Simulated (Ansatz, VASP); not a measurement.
Ir: VASP beside Ansatz

INCAR

```
SYSTEM = Ir
PREC = Accurate ; ENCUT = 520
EDIFF = 1E-6 ; ISMEAR = 0
SIGMA = 0.2 ; LREAL = .False.
LASPH = .True. ; NELM = 60
ALGO = Normal ; ISIF = 2
LWAVE = .False. ; LCHARG = .False.
GGA = PE ; NBANDS = 10
```

The input KPOINTS:

```
Automatic mesh
0
Gamma
  18 18 18
  0 0 0
```

The input POSCAR:

```
Ir
1.0
    0.0000000000      1.9197000000      1.9197000000
    1.9197000000      0.0000000000      1.9197000000
    1.9197000000      1.9197000000      0.0000000000
Ir
1
Direct
    0.0000000000      0.0000000000      0.0000000000
```

Input for Ansatz:

```yaml
crystal:
  lattice:
    - [0.0, 1.9197, 1.9197]
    - [1.9197, 0.0, 1.9197]
    - [1.9197, 1.9197, 0.0]
  atoms:
    - { symbol: Ir, position: [0.0, 0.0, 0.0] }
kpoints:
  mp_grid: { grid: [18, 18, 18] }
scf:
  occupations: { method: gaussian, width: 0.2 }
hamiltonian:
  xc: pbe
  pseudopotentials: { kind: all_electron, lapw: { basis_error: 0.0005 } }
output:
  forces: true
  stress: true
  eigenvalues: true
```

Alike in both runs: task single point; functional PBE; k mesh 18 × 18 × 18; occupations gaussian, width 0.2 eV; no spin polarisation.

|  | VASP | Ansatz |
| --- | --- | --- |
| version | VASP 6.6.1 | Ansatz 0.2.0 |
| potentials or method | VASP PAW PBE potentials, release 64 (Ir), cutoff 520 eV | all-electron LAPW, scalar-relativistic |

Ansatz gave:

| Quantity | Value |
| --- | --- |
| pressure (GPa) | 9.0 |

Task: Which values does VASP return?

Result: Pressure (GPa): 9.7.

Ansatz ran all-electron here, and VASP with PAW potentials.

Spin-orbit coupling is off throughout.
